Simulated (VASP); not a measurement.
Crystal: C.

```
C
1.0
     0.00000    1.78340    1.78340
     1.78340    0.00000    1.78340
     1.78340    1.78340    0.00000
C
2
Direct
  0.50000 0.50000 0.50000
  0.75000 0.75000 0.75000
```

Base run:

* Program: VASP 6.6.1
* Functional: r2SCAN
* Potentials or basis: VASP PAW PBE potentials, release 64 (C)
* Cutoff: 520 eV
* k mesh: 12 × 12 × 12
* Occupations: gaussian, width 0.05 eV
* Spin: no spin polarisation

Its results: band gap on the k mesh 4.34 eV, indirect (least direct gap 5.84 eV); pressure -1.4 GPa.

Question: The run is repeated on the same cell with these changes: potentials or basis from VASP PAW PBE potentials, release 64 (C) to VASP PAW PBE potentials, release 64 (C_h); cutoff from 520 eV to 910 eV; further incar settings from ALGO = Normal; EDIFF = 1e-07; NBANDS = 11 to ALGO = Normal; EDIFF = 1e-06; NBANDS = 11. What comes out?

Answer: Band gap on the k mesh 4.37 eV, indirect (least direct gap 5.88 eV); pressure -3.3 GPa.

Caveats: the PAW data sets were made with another functional, which shifts forces and pressure a little; the cutoff is under 1.25 times the usual one of these potentials, so pressure, stress and relaxed cells hold a basis-set (Pulay) error (some runs).

A k mesh can miss the band edges.
